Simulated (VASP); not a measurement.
Crystal: TiAl.

```
CELL_PARAMETERS angstrom
3.01800 0.00000 0.00000
0.00000 3.01800 0.00000
0.00000 0.00000 3.01800
ATOMIC_POSITIONS crystal
Ti 0.50000 0.50000 0.50000
Al 0.00000 0.00000 0.00000
```

* Program: VASP 6.6.1
* Task: relaxation of cell and atoms
* Functional: LDA
* Potentials or basis: VASP PAW LDA potentials, release 64 (Ti_sv, Al)
* Cutoff: 500 eV
* k mesh: 7 × 7 × 7
* Occupations: fermi-dirac, width 0.1 eV
* Spin: no spin polarisation

At the start: pressure 16.2 GPa; volume 13.74 Å³/atom.

Problem. Where does the relaxation end?

Solution. Over 3 steps the energy falls by 71.3 meV/atom and the volume is 15.29 Å³/atom (+11.3 %); space group Pm-3m (No. 221, to 0.05 Å).

The path:
```csv
step,energy change (eV),largest force (eV/Å),pressure (GPa),volume (Å³)
1,0.0000,0.0000,16.25,27.49
2,-0.0524,0.0000,-9.37,33.41
3,-0.1426,0.0000,-0.13,30.58
```

Final structure:
```
CELL_PARAMETERS angstrom
3.12728 0.00000 0.00000
0.00000 3.12728 0.00000
0.00000 0.00000 3.12728
ATOMIC_POSITIONS crystal
Ti 0.50000 0.50000 0.50000
Al 0.00000 0.00000 0.00000
```

Caveat: the volume moved by +11 % from the deposited cell, more than functionals usually miss.
